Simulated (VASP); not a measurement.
# Pt (Im-3m) in VASP: further runs

Pt is run at these levels: PBE; tasks: single point, relaxation of cell and atoms.

Everything below comes from runs of VASP 6.6.1. Logs are shortened: lines on timing, memory, paths and dates and some standing lists are left out, and cuts for length are marked.

## (1) The cell of the first run

It takes space group Im-3m (No. 229, cubic). Conventional cell: a = 3.177 Å, b = 3.177 Å, c = 3.177 Å, α = 90.00°, β = 90.00°, γ = 90.00°. Within 3.6 Å of Pt (site symmetry m-3m) lie 14 Pt at 2.75 to 3.18 Å.

## (2) Single point, PBE

Contents of INCAR:

```
PREC     = Accurate       # precision mode
ENCUT    = 520            # plane-wave cutoff, eV
EDIFF    = 1E-7           # SCF threshold, eV
ISMEAR   = -1             # smearing method
SIGMA    = 0.05           # smearing width, eV
LREAL    = False          # projectors in reciprocal space
LASPH    = True           # aspherical terms in the spheres
NELM     = 80             # most SCF steps
ALGO     = Normal         # electronic algorithm
ISIF     = 2              # what is computed and relaxed
LWAVE    = False          # write WAVECAR
LCHARG   = False          # write CHGCAR
GGA      = PE             # functional
NBANDS   = 11             # bands
```

Contents of KPOINTS:

```
Automatic mesh
0
Gamma
  17 17 17
```

Contents of POSCAR:

```
Pt
1.0
   -1.5885816963      1.5885816963      1.5885816963
    1.5885816963     -1.5885816963      1.5885816963
    1.5885816963      1.5885816963     -1.5885816963
Pt
1
Direct
    0.0000000000      0.0000000000      0.0000000000
```

Potentials or basis: VASP PAW PBE potentials, release 64 (Pt).

Launch:

```sh
$ cat potpaw_PBE.64/Pt/POTCAR > POTCAR
$ mpirun -np 1 vasp_std > vasp.out
```

OUTCAR:

```text
PREC = Accurate
   ENCUT = 520
   EDIFF = 1E-7
   ISMEAR = -1
   LREAL = False
   LASPH = True
   NELM = 80
   ISIF = 2
   GGA = PE

 ion  position               nearest neighbor table
   1  0.000  0.000  0.000-

  LATTYP: Found a body centered cubic cell.
 ALAT       =     3.1771633926

  Lattice vectors:

 A1 = (  -1.5885816963,   1.5885816963,   1.5885816963)
 A2 = (   1.5885816963,  -1.5885816963,   1.5885816963)
 A3 = (   1.5885816963,   1.5885816963,  -1.5885816963)

Analysis of symmetry for initial positions (statically):
=====================================================================
 Subroutine PRICEL returns:
 Original cell was already a primitive cell.

 Routine SETGRP: Setting up the symmetry group for a
 body centered cubic supercell.

 Subroutine GETGRP returns: Found 48 space group operations
 (whereof 48 operations were pure point group operations)
 out of a pool of 48 trial point group operations.

The static configuration has the point symmetry O_h .

Analysis of symmetry for dynamics (positions and initial velocities):
=====================================================================
 Subroutine PRICEL returns:
 Original cell was already a primitive cell.

 Routine SETGRP: Setting up the symmetry group for a
 body centered cubic supercell.

 Subroutine GETGRP returns: Found 48 space group operations
 (whereof 48 operations were pure point group operations)
 out of a pool of 48 trial point group operations.

The dynamic configuration has the point symmetry O_h .

 Subroutine INISYM returns: Found 48 space group operations
 (whereof 48 operations are pure point group operations),
 and found     1 'primitive' translations

----------------------------------------------------------------------------------------

                                     Primitive cell

  volume of cell :      16.0357

  direct lattice vectors                    reciprocal lattice vectors
    -1.588581696  1.588581696  1.588581696     0.000000000  0.314746167  0.314746167
     1.588581696 -1.588581696  1.588581696     0.314746167  0.000000000  0.314746167
     1.588581696  1.588581696 -1.588581696     0.314746167  0.314746167  0.000000000

  length of vectors
     2.751504210  2.751504210  2.751504210     0.445118298  0.445118298  0.445118298

  position of ions in fractional coordinates (direct lattice)
     0.000000000  0.000000000  0.000000000

  ion indices of the primitive-cell ions
   primitive index   ion index
                 1           1

----------------------------------------------------------------------------------------

 KPOINTS: Automatic mesh

Automatic generation of k-mesh.
 Grid dimensions read from file:
 generate k-points for:   17   17   17

 Generating k-lattice:

  Cartesian coordinates                     Fractional coordinates (reciprocal lattice)
     0.000000000  0.018514480  0.018514480     0.058823529  0.000000000  0.000000000
     0.018514480  0.000000000  0.018514480     0.000000000  0.058823529  0.000000000
     0.018514480  0.018514480  0.000000000     0.000000000  0.000000000  0.058823529

  Length of vectors
     0.026183429  0.026183429  0.026183429

  Shift w.r.t. Gamma in fractional coordinates (k-lattice)
     0.000000000  0.000000000  0.000000000

 Subroutine IBZKPT returns following result:
 ===========================================

 Found    165 irreducible k-points:

 Following reciprocal coordinates:
            Coordinates               Weight
  0.000000  0.000000  0.000000      1.000000
  0.058824  0.000000  0.000000     12.000000
  0.117647  0.000000  0.000000     12.000000
  0.176471  0.000000  0.000000     12.000000
  0.235294  0.000000  0.000000     12.000000
  0.294118  0.000000  0.000000     12.000000
[... 16 lines left out ...]
  0.411765  0.117647  0.000000     48.000000
  0.176471  0.176471  0.000000     24.000000
 [... further k-points ...]
   k-points           NKPTS =    165   k-points in BZ     NKDIM =    165   number of bands    NBANDS=     11
   number of dos      NEDOS =    301   number of ions     NIONS =      1
   total plane-waves  NPLWV =   8000
   dimension x,y,z NGX =    20 NGY =   20 NGZ =   20
   dimension x,y,z NGXF=    40 NGYF=   40 NGZF=   40
   ions per type =               1
   NGX,Y,Z   is equivalent  to a cutoff of  12.08, 12.08, 12.08 a.u.
   NGXF,Y,Z  is equivalent  to a cutoff of  24.17, 24.17, 24.17 a.u.
 SYSTEM =  unknown system
   PREC   = accura    normal or accurate (medium, high low for compatibility)
   ISTART =      0    job   : 0-new  1-cont  2-samecut
   ICHARG =      2    charge: 1-file 2-atom 10-const
   ISPIN  =      1    spin polarized calculation?
   LNONCOLLINEAR =      F non collinear calculations
   LSORBIT =      F    spin-orbit coupling
   LASPH  =      T    aspherical Exc in radial PAW
   ENCUT  =  520.0 eV  38.22 Ry    6.18 a.u.   5.12  5.12  5.12*2*pi/ulx,y,z
   NELM   =     80;   NELMIN=  2; NELMDL= -5     # of ELM steps
   EDIFF  = 0.1E-06   stopping-criterion for ELM
   LREAL  =      F    real-space projection
   EDIFFG = 0.1E-05   stopping-criterion for IOM
   NSW    =      0    number of steps for IOM
   IBRION =     -1    ionic relax: 0-MD 1-quasi-New 2-CG
   NFREE  =      0    steps in history (QN), initial steepest desc. (CG)
   ISIF   =      2    stress and relaxation
   ISYM   =      2    0-nonsym 1-usesym 2-fastsym
   POTIM  = 0.5000    time-step for ionic-motion
   TEBEG  =    0.0;   TEEND  =   0.0 temperature during run
   PSTRESS=    0.0 pullay stress
   NELECT =      10.0000    total number of electrons
   NUPDOWN=      -1.0000    fix difference up-down
   EMIN   =  10.00;   EMAX   =-10.00  energy-range for DOS
   EFERMI =   0.00;   METHOD = LEGACY
   ISMEAR =    -1;   SIGMA  =   0.05  broadening in eV -4-tet -1-fermi 0-gaus
   EFERMI_NEDOS =   21; number of points for ismear=-14 and -15
   IALGO  =     38    algorithm
   IMIX   =      4    mixing-type and parameters
     AMIX     =   0.40;   BMIX     =  1.00
     AMIX_MAG =   1.60;   BMIX_MAG =  1.00
  volume/ion in A,a.u.               =      16.04       108.21
  Fermi-wavevector in a.u.,A,eV,Ry     =   1.398659  2.643083 26.616369  1.956248
  Thomas-Fermi vector in A             =   2.521796
   LORBIT       =      0    0 simple, 1 ext, 2 COOP (PROOUT), +10 PAW based schemes
   GGA     = PE    functional components
   LHFCALC =     F    Hartree Fock is set to
   AEXX    =    0.0000 exact exchange contribution
   IVDW    =     0    specifies the selected vdW correction
   LEPSILON=     F    determine dielectric tensor
   LRPA    =     F    only Hartree local field effects (RPA)
 non-spin polarized calculation
  energy-cutoff  :      520.00
  volume of cell :       16.04
 maximum number of plane-waves:       444
   NGX = 11   NGY = 11   NGZ = 11

 number of electron      10.0000001 magnetization

 Free energy of the ion-electron system (eV)
  ---------------------------------------------------
  ext. energy  EPLUGINS =         0.00000000
  ---------------------------------------------------
  free energy    TOTEN  =        -6.00485587 eV

  energy without entropy =       -5.99582964  energy(sigma->0) =       -6.00034275

 E-fermi :   9.8848     XC(G=0): -13.1152

 val. band max:        9.8782464932   @ k =  -0.2941   0.2941   0.1765
 cond. band min:       9.9677218315   @ k =  -0.3529   0.4706   0.2353
 fundamental gap:      0.0894753383
 Fermi energy:         9.8848305239

 k-point     1 :       0.0000    0.0000    0.0000
  band No.  band energies     occupation
      1       0.5939      2.00000
      2       6.5427      2.00000
      3       6.5427      2.00000
      4       6.5427      2.00000
      5       8.9675      2.00000
      6       8.9675      2.00000
      7      27.0392      0.00000
      8      27.0392      0.00000
      9      27.0392      0.00000
     10      36.8887      0.00000
     11      36.8899      0.00000

 k-point     2 :       0.0588    0.0000    0.0000
  band No.  band energies     occupation
      1       0.7330      2.00000
      2       6.4887      2.00000
      3       6.5430      2.00000
      4       6.6528      2.00000
      5       8.8976      2.00000
      6       8.9711      2.00000
      7      27.1036      0.00000
      8      27.1443      0.00000
      9      27.2420      0.00000
     10      34.8844      0.00000
     11      35.3843      0.00000

 k-point     3 :       0.1176    0.0000    0.0000
  band No.  band energies     occupation
      1       1.1376      2.00000
      2       6.3376      2.00000
      3       6.5353      2.00000
      4       6.9776      2.00000
      5       8.7342      2.00000
      6       8.9838      2.00000
      7      27.1872      0.00000
      8      27.2511      0.00000
      9      27.8339      0.00000
     10      33.2449      0.00000
     11      33.4419      0.00000

 k-point     4 :       0.1765    0.0000    0.0000
  band No.  band energies     occupation
      1       1.7616      2.00000
      2       6.1173      2.00000
      3       6.5133      2.00000
      4       7.4991      2.00000
      5       8.5858      2.00000
      6       9.0100      2.00000
      7      26.6459      0.00000
      8      26.9558      0.00000
      9      28.7685      0.00000
     10      32.1950      0.00000
     11      32.4865      0.00000

 k-point     5 :       0.2353    0.0000    0.0000
  band No.  band energies     occupation
      1       2.4967      2.00000
      2       5.8644      2.00000
      3       6.5467      2.00000
      4       8.1839      2.00000
      5       8.5425      2.00000
      6       9.0532      2.00000
      7      24.8572      0.00000
      8      26.1982      0.00000
      9      29.9722      0.00000
     10      31.7935      0.00000
     11      32.1735      0.00000
[... 211 lines left out ...]
 k-point    21 :       0.2941    0.1176    0.0000
  band No.  band energies     occupation
      1       3.8216      2.00000
      2       5.4854      2.00000
      3       6.9292      2.00000
      4       8.6112      2.00000
      5       9.2994      1.99998
      6      10.6270      0.00000
      7      20.0171      0.00000
      8      24.1034      0.00000
      9      26.4524      0.00000
     10      31.6325      0.00000
     11      34.9025      0.00000

 k-point    22 :       0.3529    0.1176    0.0000
  band No.  band energies     occupation
      1       3.8801      2.00000
      2       5.3434      2.00000
      3       7.6744      2.00000
      4       8.7531      2.00000
      5       9.4797      1.99939
      6      11.6525      0.00000
      7      17.8164      0.00000
      8      23.4064      0.00000
      9      25.5081      0.00000
     10      32.6860      0.00000
     11      34.4831      0.00000

 k-point    23 :       0.4118    0.1176    0.0000
  band No.  band energies     occupation
      1       3.8607      2.00000
      2       5.2707      2.00000
      3       8.1665      2.00000
      4       8.7541      2.00000
      5       9.7675      1.82517
      6      12.5502      0.00000
      7      16.1999      0.00000
      8      23.0111      0.00000
      9      24.9769      0.00000
     10      33.4289      0.00000
     11      33.9727      0.00000

 k-point    24 :       0.1765    0.1765    0.0000
  band No.  band energies     occupation
      1       3.5339      2.00000
      2       5.8984      2.00000
      3       5.9669      2.00000
      4       8.3774      2.00000
      5       9.2172      2.00000
      6       9.6690      1.97368
      7      23.0839      0.00000
      8      24.8248      0.00000
      9      27.5633      0.00000
     10      29.7928      0.00000
     11      34.2445      0.00000

 [... further k-points ...]

------------------------ aborting loop because EDIFF is reached ----------------------------------------

  FORCE on cell =-STRESS in cart. coord.  units (eV):
  Direction    XX          YY          ZZ          XY          YZ          ZX
  --------------------------------------------------------------------------------------
  -------------------------------------------------------------------------------------
  Total       -0.3347965     -0.3347965     -0.3347965     -0.0000000     -0.0000000      0.0000000
  in kB      -33.4505204    -33.4505204    -33.4505204     -0.0000000     -0.0000000      0.0000000
  external PRESSURE =     -33.4505204 kB  Pullay stress =       0.0000000 kB

 VOLUME and BASIS-vectors are now :
 -----------------------------------------------------------------------------
  energy-cutoff  :      520.00
  volume of cell :       16.04
      direct lattice vectors                 reciprocal lattice vectors
    -1.588581696  1.588581696  1.588581696     0.000000000  0.314746167  0.314746167
     1.588581696 -1.588581696  1.588581696     0.314746167  0.000000000  0.314746167
     1.588581696  1.588581696 -1.588581696     0.314746167  0.314746167  0.000000000

 POSITION                                       TOTAL-FORCE (eV/Angst)
 -----------------------------------------------------------------------------------
      0.00000      0.00000      0.00000        -0.000000     -0.000000      0.000000
 -----------------------------------------------------------------------------------
    total drift:                                0.000000      0.000000      0.000000

  FREE ENERGIE OF THE ION-ELECTRON SYSTEM (eV)
  ---------------------------------------------------
  free  energy   TOTEN  =        -6.0048558668 eV

  energy  without entropy=       -5.9958296356  energy(sigma->0) =       -6.00034275
```

It took 8.3 s on 1 thread of Intel Xeon 6975P-C (Granite Rapids), shared host; peak memory 0.15 GiB.

Results:

- Free energy: -6.0049 eV
- Pressure: -3.3 GPa
- Band gap on the k mesh: zero (band 5 reaches 10.88 eV, above the bottom of band 6 at 8.84 eV)

Levels at points of the mesh, in eV from the Fermi level:
| k point | band 1 | band 2 | band 3 | band 4 | band 5 | band 6 | band 7 | band 8 | band 9 | band 10 |
| --- | --- | --- | --- | --- | --- | --- | --- | --- | --- | --- |
| (0.00, 0.00, 0.00) | -9.29 | -3.34 | -3.34 | -3.34 | -0.92 | -0.92 | 17.15 | 17.15 | 17.15 | 27.00 |

Caveat: spin-orbit coupling is left out, which moves the levels of the heavy elements.

## (3) Single point, PBE

Changes to INCAR since step 2:

```diff
@@ -7,3 +7,3 @@
 LASPH    = True           # aspherical terms in the spheres
-NELM     = 80             # most SCF steps
+NELM     = 60             # most SCF steps
 ALGO     = Normal         # electronic algorithm
@@ -11,4 +11,6 @@
 LWAVE    = False          # write WAVECAR
-LCHARG   = False          # write CHGCAR
+LCHARG   = True           # write CHGCAR
 GGA      = PE             # functional
+LELF     = True           # ELF
+LVHAR    = True         
 NBANDS   = 11             # bands
```

KPOINTS is that of step 2.

Contents of POSCAR:

```
Pt
1.0
   -1.5884982435      1.5884982435      1.5884982435
    1.5884982435     -1.5884982435      1.5884982435
    1.5884982435      1.5884982435     -1.5884982435
Pt
1
Direct
    0.0000000000      0.0000000000      0.0000000000
```

Potentials or basis: VASP PAW PBE potentials, release 64 (Pt).

Launch:

```sh
$ cat potpaw_PBE.64/Pt/POTCAR > POTCAR
$ mpirun -np 1 vasp_std > vasp.out
```

Run time: 8.7 s. Hardware: 1 thread of Intel Xeon 6975P-C (Granite Rapids), shared host; peak memory 0.14 GiB.

It converged, with:

```yaml
Free_energy: -6.0049 eV
Pressure: -3.3 GPa
Band_gap_on_the_k_mesh: zero (band 5 reaches 10.89 eV, above the bottom of band 6 at 8.84 eV)
```

Levels at points of the mesh, in eV from the Fermi level:
```
           k point  band 2  band 3  band 4  band 5  band 6  band 7  band 8  band 9
(0.00, 0.00, 0.00)   -3.34   -3.34   -3.34   -0.92   -0.92   17.15   17.15   17.15
```

Caveat: spin-orbit coupling is left out, which moves the levels of the heavy elements.

(Continued in part 2 of 3.)
